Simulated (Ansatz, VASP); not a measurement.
## Pt in VASP and in Ansatz

File INCAR:

```
ALGO     = Normal         # electronic algorithm
EDIFF    = 1E-8           # SCF threshold, eV
ENCUT    = 520            # plane-wave cutoff, eV
GGA      = PE             # functional
ISIF     = 2              # what is computed and relaxed
ISMEAR   = -1             # smearing method
LASPH    = T              # aspherical terms in the spheres
LCHARG   = F              # write CHGCAR
LEFG     = T            
LREAL    = F              # projectors in reciprocal space
LWAVE    = F              # write WAVECAR
NBANDS   = 11             # bands
NELM     = 80             # most SCF steps
PREC     = Accurate       # precision mode
SIGMA    = 0.03           # smearing width, eV
```

KPOINTS

```
k-points
0
Gamma
  18 18 18
```

The input POSCAR:

```
Pt
1.0
    0.0000000000      1.9182716408      1.9182716408
    1.9182716408      0.0000000000      1.9182716408
    1.9182716408      1.9182716408      0.0000000000
Pt
1
Direct
    0.0000000000      0.0000000000      0.0000000000
```

Input for Ansatz:

```yaml
crystal:
  lattice:
    - [0.0, 1.9182716408, 1.9182716408]
    - [1.9182716408, 0.0, 1.9182716408]
    - [1.9182716408, 1.9182716408, 0.0]
  atoms:
    - { symbol: Pt, position: [0.0, 0.0, 0.0] }
kpoints:
  mp_grid: { grid: [18, 18, 18] }
scf:
  occupations: { method: fermi_dirac, width: 0.03 }
hamiltonian:
  xc: pbe
  pseudopotentials: { kind: all_electron, datasets: crystal }
output:
  forces: true
  stress: true
  eigenvalues: true
  efg: { contact_densities: true }
```

Change from the starting cell: volume scaled by 0.9405, crystal datasets.

Alike in both runs: task electric field gradients; functional PBE; k mesh 18 × 18 × 18; occupations fermi-dirac, width 0.03 eV; no spin polarisation.

```csv
,VASP,Ansatz
version,VASP 6.6.1,Ansatz 0.2.0
potentials or method,"VASP PAW PBE potentials, release 64 (Pt), cutoff 520 eV","all-electron PAW with datasets made for the crystal, scalar-relativistic"
```

VASP gave:

| Property | Result |
| --- | --- |
| pressure (GPa) | 33.0 |

Problem. Which values does Ansatz return?

Solution. Pressure (GPa): 33.5.

Both programs put the cell under a high pressure, so it lies far from rest at this level. Ansatz ran all-electron here, and VASP with PAW potentials.

Spin-orbit coupling is off throughout.
